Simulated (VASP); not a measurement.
A run of VASP 6.6.1 is set up as follows.

INCAR

```
PREC = Accurate
ENCUT = 520
EDIFF = 1E-7
ISMEAR = 0
SIGMA = 0.03
LREAL = False
LASPH = True
NELM = 80
ALGO = Normal
ISIF = 2
LWAVE = False
LCHARG = False
GGA = CA
NBANDS = 17
```

File KPOINTS:

```
Automatic mesh
0
Gamma
  10 10 10
```

The input POSCAR:

```
PbSe
1.0
    0.0000000000      3.4373201948      2.4301853777
    3.4373201948      0.0000000000      2.4301853777
    3.4373201948      3.4373201948      0.0000000000
Pb Se
1 1
Direct
    0.0000000000      0.0000000000      0.0000000000
    0.5000000000      0.5000000000      0.5000000000
```

Potentials or basis: VASP PAW LDA potentials, release 64 (Pb_d, Se).

Launch:

```sh
$ cat potpaw_LDA.64/Pb_d/POTCAR potpaw_LDA.64/Se/POTCAR > POTCAR
$ mpirun -np 1 vasp_std > vasp.out
```

Task: Predict the band gap on the k mesh.

Result: Zero (bands 10 and 11 overlap by 1.63 eV).

Task: What does it give for the pressure?

Result: 12.7 GPa.

Stress tensor (GPa, compression positive):
```
-4.14  0.00  0.00
 0.00 -4.14  0.00
 0.00  0.00 46.36
```

Caveat: the cell stands under pressure; spin-orbit coupling is left out, which moves the levels of the heavy elements.
